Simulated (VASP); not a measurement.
# Mg7Se (C2/m) in VASP: relaxation of cell and atoms with PBE

Aim: the relaxation of cell and atoms of Mg7Se with PBE.

Everything below comes from runs of VASP 6.6.1. Logs are shortened: lines on timing, memory, paths and dates and some standing lists are left out, and cuts for length are marked.

## 1. The cell of the first run

It takes space group C2/m (No. 12, monoclinic). Conventional cell: a = 6.071 Å, b = 3.563 Å, c = 17.944 Å, α = 90.00°, β = 90.22°, γ = 90.00°. Within 4.1 Å of Mg (site symmetry m) lie 12 Mg at 3.15 to 3.56 Å. Within 4.2 Å of Mg (site symmetry 2/m) lie 12 Mg at 3.16 to 3.56 Å. Within 3.6 Å of Mg (site symmetry m) lie 3 Se at 2.65 to 2.66 Å and 9 Mg at 3.18 to 3.56 Å. Within 4.2 Å of Mg (site symmetry m) lie 12 Mg at 3.15 to 3.56 Å and 1 Se at 4.15 Å. Within 3.6 Å of Se (site symmetry 2/m) lie 6 Mg at 2.65 to 2.66 Å and 6 Se at 3.52 to 3.56 Å.

## 2. Relaxation of cell and atoms, PBE

File INCAR:

```
SYSTEM = Mg7Se
  PREC = Accurate
  ENCUT = 600
  EDIFF = 1E-6
  ISMEAR = 0
  SIGMA = 0.1
  LREAL = .FALSE.
  LASPH = .TRUE.
  NELM = 80
  ALGO = Fast
  ISIF = 3
  LWAVE = .FALSE.
  LCHARG = .FALSE.
  GGA = PE
  IBRION = 2
  NSW = 100
  EDIFFG = -0.01
```

File KPOINTS:

```
Automatic mesh
0
G
  10 10 2
  0 0 0
```

File POSCAR:

```
Mg7Se
1.0
    3.0357328141     -1.7813186958      0.0000000000
    3.0357328141      1.7813186958      0.0000000000
   -0.0682758062      0.0000000000     17.9437508397
Mg Se
7 1
Direct
    0.6647649790      0.6647649790      0.3650476594
    0.0000000000      0.0000000000      0.5000000000
    0.3352350210      0.3352350210      0.6349523406
    0.3346535582      0.3346535582      0.9052603713
    0.9986918241      0.9986918241      0.7686318493
    0.6653464418      0.6653464418      0.0947396287
    0.0013081759      0.0013081759      0.2313681507
    0.0000000000      0.0000000000      0.0000000000
```

Potentials or basis: VASP PAW PBE potentials, release 64 (Mg, Se).

Started as:

```sh
$ cat potpaw_PBE.64/Mg/POTCAR potpaw_PBE.64/Se/POTCAR > POTCAR
$ mpirun -np 1 vasp_std > vasp.out
```

OUTCAR:

```text
SYSTEM = Mg7Se
   PREC = Accurate
   ENCUT = 600
   EDIFF = 1E-6
   ISMEAR = 0
   LREAL = .FALSE.
   LASPH = .TRUE.
   NELM = 80
   ISIF = 3
   GGA = PE
   IBRION = 2
   NSW = 100
   EDIFFG = -0.01

 ion  position               nearest neighbor table
   1  0.665  0.665  0.365-   7 3.15   7 3.15   7 3.16   2 3.16   2 3.17   2 3.17
   2  0.000  0.000  0.500-   1 3.16   3 3.16   1 3.17   1 3.17   3 3.17   3 3.17
   3  0.335  0.335  0.635-   5 3.15   5 3.15   5 3.16   2 3.16   2 3.17   2 3.17
   4  0.335  0.335  0.905-   8 2.65   8 2.66   8 2.66   5 3.18   5 3.19   5 3.19
   5  0.999  0.999  0.769-   3 3.15   3 3.15   3 3.16   4 3.18   4 3.19   4 3.19
   6  0.665  0.665  0.095-   8 2.65   8 2.66   8 2.66   7 3.18   7 3.19   7 3.19
   7  0.001  0.001  0.231-   1 3.15   1 3.15   1 3.16   6 3.18   6 3.19   6 3.19
   8  0.000  0.000  0.000-   4 2.65   6 2.65   6 2.66   6 2.66   4 2.66   4 2.66

  LATTYP: Found a base centered monoclinic cell.
 ALAT       =     6.0714656282
 B/A-ratio  =     0.5867837537
 C/A-ratio  =     2.9554446706
 COS(beta)  =    -0.0038049632

  Lattice vectors:

 A1 = (   3.0357328141,  -1.7813186958,   0.0000000000)
 A2 = (   3.0357328141,   1.7813186958,   0.0000000000)
 A3 = (  -0.0682758062,   0.0000000000,  17.9437508397)

Analysis of symmetry for initial positions (statically):
=====================================================================
 Subroutine PRICEL returns:
 Original cell was already a primitive cell.

 Routine SETGRP: Setting up the symmetry group for a
 base centered monoclinic supercell.

 Subroutine GETGRP returns: Found  4 space group operations
 (whereof  4 operations were pure point group operations)
 out of a pool of  4 trial point group operations.

The static configuration has the point symmetry C_2h.

Analysis of symmetry for dynamics (positions and initial velocities):
=====================================================================
 Subroutine PRICEL returns:
 Original cell was already a primitive cell.

 Routine SETGRP: Setting up the symmetry group for a
 base centered monoclinic supercell.

 Subroutine GETGRP returns: Found  4 space group operations
 (whereof  4 operations were pure point group operations)
 out of a pool of  4 trial point group operations.

The dynamic configuration has the point symmetry C_2h.

 Subroutine INISYM returns: Found  4 space group operations
 (whereof  4 operations are pure point group operations),
 and found     1 'primitive' translations

----------------------------------------------------------------------------------------

                                     Primitive cell

  volume of cell :     194.0655

  direct lattice vectors                    reciprocal lattice vectors
     3.035732814 -1.781318696  0.000000000     0.164704877 -0.280690929  0.000626701
     3.035732814  1.781318696  0.000000000     0.164704877  0.280690929  0.000626701
    -0.068275806  0.000000000 17.943750840     0.000000000  0.000000000  0.055729708

  length of vectors
     3.519768460  3.519768460 17.943880734     0.325446596  0.325446596  0.055729708

  position of ions in fractional coordinates (direct lattice)
     0.664764979  0.664764979  0.365047659
     0.000000000  0.000000000  0.500000000
     0.335235021  0.335235021  0.634952341
     0.334653558  0.334653558  0.905260371
     0.998691824  0.998691824  0.768631849
     0.665346442  0.665346442  0.094739629
     0.001308176  0.001308176  0.231368151
     0.000000000  0.000000000  0.000000000

  ion indices of the primitive-cell ions
   primitive index   ion index
                 1           1
                 2           2
                 3           3
                 4           4
                 5           5
                 6           6
                 7           7
                 8           8

----------------------------------------------------------------------------------------

 KPOINTS: Automatic mesh

Automatic generation of k-mesh.
 Grid dimensions read from file:
 generate k-points for:   10   10    2

 Generating k-lattice:

  Cartesian coordinates                     Fractional coordinates (reciprocal lattice)
     0.016470488 -0.028069093  0.000062670     0.100000000  0.000000000  0.000000000
     0.016470488  0.028069093  0.000062670     0.000000000  0.100000000  0.000000000
     0.000000000  0.000000000  0.027864854     0.000000000  0.000000000  0.500000000

  Length of vectors
     0.032544660  0.032544660  0.027864854

  Shift w.r.t. Gamma in fractional coordinates (k-lattice)
     0.000000000  0.000000000  0.000000000

 Subroutine IBZKPT returns following result:
 ===========================================

 Found     62 irreducible k-points:

 Following reciprocal coordinates:
            Coordinates               Weight
  0.000000  0.000000  0.000000      1.000000
  0.100000  0.000000  0.000000      4.000000
  0.200000  0.000000  0.000000      4.000000
  0.300000  0.000000  0.000000      4.000000
  0.400000  0.000000  0.000000      4.000000
  0.500000  0.000000  0.000000      2.000000
[... 16 lines left out ...]
  0.300000  0.300000  0.000000      2.000000
  0.400000  0.300000  0.000000      4.000000
 [... further k-points ...]
   k-points           NKPTS =     62   k-points in BZ     NKDIM =     62   number of bands    NBANDS=     15
   number of dos      NEDOS =    301   number of ions     NIONS =      8
   total plane-waves  NPLWV = 112896
   dimension x,y,z NGX =    28 NGY =   28 NGZ =  144
   dimension x,y,z NGXF=    56 NGYF=   56 NGZF=  288
   ions per type =               7   1
   NGX,Y,Z   is equivalent  to a cutoff of  13.22, 13.22, 13.34 a.u.
   NGXF,Y,Z  is equivalent  to a cutoff of  26.45, 26.45, 26.68 a.u.
 SYSTEM =  Mg7Se
   PREC   = accura    normal or accurate (medium, high low for compatibility)
   ISTART =      0    job   : 0-new  1-cont  2-samecut
   ICHARG =      2    charge: 1-file 2-atom 10-const
   ISPIN  =      1    spin polarized calculation?
   LNONCOLLINEAR =      F non collinear calculations
   LSORBIT =      F    spin-orbit coupling
   LASPH  =      T    aspherical Exc in radial PAW
   ENCUT  =  600.0 eV  44.10 Ry    6.64 a.u.   7.03  7.03 35.84*2*pi/ulx,y,z
   NELM   =     80;   NELMIN=  2; NELMDL= -5     # of ELM steps
   EDIFF  = 0.1E-05   stopping-criterion for ELM
   LREAL  =      F    real-space projection
   EDIFFG = -.1E-01   stopping-criterion for IOM
   NSW    =    100    number of steps for IOM
   IBRION =      2    ionic relax: 0-MD 1-quasi-New 2-CG
   NFREE  =      1    steps in history (QN), initial steepest desc. (CG)
   ISIF   =      3    stress and relaxation
   ISYM   =      2    0-nonsym 1-usesym 2-fastsym
   POTIM  = 0.5000    time-step for ionic-motion
   TEBEG  =    0.0;   TEEND  =   0.0 temperature during run
   PSTRESS=    0.0 pullay stress
   NELECT =      20.0000    total number of electrons
   NUPDOWN=      -1.0000    fix difference up-down
   EMIN   =  10.00;   EMAX   =-10.00  energy-range for DOS
   EFERMI =   0.00;   METHOD = LEGACY
   ISMEAR =     0;   SIGMA  =   0.10  broadening in eV -4-tet -1-fermi 0-gaus
   EFERMI_NEDOS =   21; number of points for ismear=-14 and -15
   IALGO  =     68    algorithm
   IMIX   =      4    mixing-type and parameters
     AMIX     =   0.40;   BMIX     =  1.00
     AMIX_MAG =   1.60;   BMIX_MAG =  1.00
  volume/ion in A,a.u.               =      24.26       163.70
  Fermi-wavevector in a.u.,A,eV,Ry     =   0.767542  1.450444  8.015470  0.589120
  Thomas-Fermi vector in A             =   1.868121
   LORBIT       =      0    0 simple, 1 ext, 2 COOP (PROOUT), +10 PAW based schemes
   GGA     = PE    functional components
   LHFCALC =     F    Hartree Fock is set to
   AEXX    =    0.0000 exact exchange contribution
   IVDW    =     0    specifies the selected vdW correction
   LEPSILON=     F    determine dielectric tensor
   LRPA    =     F    only Hartree local field effects (RPA)
 conjugate gradient relaxation of ions
 non-spin polarized calculation
 RMM-DIIS sequential band-by-band and
 Gauss-broadening in eV      SIGMA  =   0.10
  energy-cutoff  :      600.00
  volume of cell :      194.07
 maximum number of plane-waves:      6518
   NGX = 15   NGY = 15   NGZ = 71

--------------------------------------- Ionic step        1  -------------------------------------------

 number of electron      20.0000000 magnetization

 Free energy of the ion-electron system (eV)
  ---------------------------------------------------
  ext. energy  EPLUGINS =         0.00000000
  ---------------------------------------------------
  free energy    TOTEN  =       -15.16642569 eV

  energy without entropy =      -15.15531116  energy(sigma->0) =      -15.16086843

------------------------ aborting loop because EDIFF is reached ----------------------------------------

  FORCE on cell =-STRESS in cart. coord.  units (eV):
  Direction    XX          YY          ZZ          XY          YZ          ZX
  --------------------------------------------------------------------------------------
  -------------------------------------------------------------------------------------
  Total       -0.0254815     -0.7483246      0.2985173      0.0000000      0.0000000      0.0821759
  in kB       -0.2103719     -6.1780616      2.4645162      0.0000000      0.0000000      0.6784323
  external PRESSURE =      -1.3079724 kB  Pullay stress =       0.0000000 kB
[... 107 lines left out ...]
  FREE ENERGIE OF THE ION-ELECTRON SYSTEM (eV)
  ---------------------------------------------------
  free  energy   TOTEN  =       -15.1732143853 eV

  energy  without entropy=      -15.1605940016  energy(sigma->0) =      -15.16690419

[... ionic steps 4 to 8 ...]

--------------------------------------- Ionic step        9  -------------------------------------------

 number of electron      20.0000000 magnetization

------------------------ aborting loop because EDIFF is reached ----------------------------------------

  FORCE on cell =-STRESS in cart. coord.  units (eV):
  Direction    XX          YY          ZZ          XY          YZ          ZX
  --------------------------------------------------------------------------------------
  -------------------------------------------------------------------------------------
  Total        0.0046850      0.0003948      0.0120731      0.0000000      0.0000000     -0.0262680
  in kB        0.0388636      0.0032749      0.1001505      0.0000000      0.0000000     -0.2179014
  external PRESSURE =       0.0474297 kB  Pullay stress =       0.0000000 kB
[... 69 lines left out ...]
  energy  without entropy=      -15.1616348184  energy(sigma->0) =      -15.16807284

--------------------------------------- Ionic step       11  -------------------------------------------

 number of electron      20.0000000 magnetization

 Free energy of the ion-electron system (eV)
  ---------------------------------------------------
  ext. energy  EPLUGINS =         0.00000000
  ---------------------------------------------------
  free energy    TOTEN  =       -15.17456240 eV

  energy without entropy =      -15.16163302  energy(sigma->0) =      -15.16809771

 E-fermi :   2.6266     XC(G=0):  -8.4414

 val. band max:        2.6189652655   @ k =   0.3000   0.2000   0.0000
 cond. band min:       2.6950146728   @ k =  -0.3000   0.3000   0.5000
 fundamental gap:      0.0760494073
 Fermi energy:         2.6265773499

 k-point     1 :       0.0000    0.0000    0.0000
  band No.  band energies     occupation
      1     -11.6792      2.00000
      2      -4.0355      2.00000
      3      -3.6157      2.00000
      4      -2.8284      2.00000
      5      -2.5555      2.00000
      6      -0.8388      2.00000
      7      -0.4924      2.00000
      8       1.7350      2.00000
      9       2.0080      2.00000
     10       2.0202      2.00000
     11       2.9504      0.00000
     12       5.8800      0.00000
     13       6.2005      0.00000
     14       7.4876      0.00000
     15       9.7408      0.00000
[... 397 lines left out ...]
 k-point    24 :       0.4000    0.3000    0.0000
  band No.  band energies     occupation
      1     -10.6639      2.00000
      2      -2.5160      2.00000
      3      -2.3208      2.00000
      4      -1.5070      2.00000
      5      -0.8828      2.00000
      6      -0.4370      2.00000
      7       0.3656      2.00000
      8       0.9174      2.00000
      9       1.5771      2.00000
     10       3.1049      0.00000
     11       3.1540      0.00000
     12       3.5785      0.00000
     13       4.1973      0.00000
     14       4.5666      0.00000
     15       5.1166      0.00000

 [... further k-points ...]

------------------------ aborting loop because EDIFF is reached ----------------------------------------

  FORCE on cell =-STRESS in cart. coord.  units (eV):
  Direction    XX          YY          ZZ          XY          YZ          ZX
  --------------------------------------------------------------------------------------
  -------------------------------------------------------------------------------------
  Total       -0.0088884     -0.0207896     -0.0270347      0.0000000      0.0000000      0.0251776
  in kB       -0.0736970     -0.1723729     -0.2241537      0.0000000      0.0000000      0.2087553
  external PRESSURE =      -0.1567412 kB  Pullay stress =       0.0000000 kB
[... 23 lines left out ...]
  FREE ENERGIE OF THE ION-ELECTRON SYSTEM (eV)
  ---------------------------------------------------
  free  energy   TOTEN  =       -15.1745623972 eV

  energy  without entropy=      -15.1616330184  energy(sigma->0) =      -15.16809771

 reached required accuracy - stopping structural energy minimisation
```

It took 18 min on 1 thread of Oxide Virtual Turin-like, shared host; peak memory 0.47 GiB.

What came out:

```
Free energy                           : -15.1746 eV
Relaxed volume                        : 24.15 Å³/atom
Relaxed cell                          : a = 3.512 Å, b = 3.512 Å, c = 18.084 Å, α = 90.04°, β = 90.04°, γ = 60.05°
Space group after relaxing (to 0.1 Å) : P-3m1 (No. 164)
Energy gained by relaxing             : 1.0 meV/atom
Ionic steps                           : 11
Pressure after relaxing               : 0.0 GPa
Largest force after relaxing          : 0.009 eV/Å
Band gap on the k mesh                : zero (bands 10 and 11 overlap by 1.12 eV)
```

Forces in eV/Å, atoms in the order of the input:
```
Mg   0.003  0.000 -0.006
Mg   0.000  0.000  0.000
Mg  -0.003  0.000  0.006
Mg  -0.003  0.000  0.008
Mg   0.002  0.000 -0.003
Mg   0.003  0.000 -0.008
Mg  -0.002  0.000  0.003
Se   0.000  0.000  0.000
```

Step by step:
```
step  energy change (eV)  largest force (eV/Å)  pressure (GPa)  volume (Å³)
   1              0.0000                0.0683           -0.13       194.07
   2             -0.0038                0.0564           -0.05       193.51
   3             -0.0068                0.0363            0.10       192.45
   4             -0.0068                0.0354            0.11       192.40
   5             -0.0074                0.0309            0.01       192.93
   6             -0.0075                0.0329           -0.07       193.36
   7             -0.0078                0.0159           -0.03       193.26
   8             -0.0079                0.0143           -0.01       193.21
   9             -0.0080                0.0131            0.00       193.14
  10             -0.0081                0.0106            0.03       192.99
  11             -0.0081                0.0090           -0.02       193.24
```

Final structure:
```xyz
8
Lattice="3.0405 -1.7572 0.0044 3.0405 1.7572 0.0044 -0.0423 0.0000 18.0839" Properties=species:S:1:pos:R:3 pbc="T T T"
Mg    4.0342    0.0000    6.6128
Mg   -0.0212    0.0000    9.0420
Mg    2.0045    0.0000   11.4800
Mg    1.9900    0.0000   16.3816
Mg    6.0479    0.0000   13.9355
Mg    4.0488    0.0000    1.7112
Mg   -0.0091    0.0000    4.1573
Se    0.0000    0.0000    0.0000
```

Levels at points of the mesh, in eV from the Fermi level:
```tsv
k point	band 7	band 8	band 9	band 10	band 11	band 12	band 13	band 14
(0.00, 0.00, 0.00)	-3.12	-0.89	-0.62	-0.61	0.32	3.25	3.57	4.86
(0.50, 0.00, 0.00)	-1.94	-1.76	-1.24	-1.21	-0.59	0.07	0.57	1.02
(0.50, 0.50, 0.00)	-1.95	-1.76	-1.23	-1.21	-0.58	0.08	0.57	1.03
(0.00, 0.00, 0.50)	-2.16	-1.77	-0.62	-0.61	1.39	1.78	4.49	5.30
(0.50, 0.00, 0.50)	-1.92	-1.78	-1.50	-0.80	-0.60	-0.03	0.19	1.24
(0.50, 0.50, 0.50)	-1.91	-1.78	-1.49	-0.79	-0.60	-0.03	0.20	1.25
```

The gap in the log of VASP goes by the Fermi energy; the results here count the filled bands.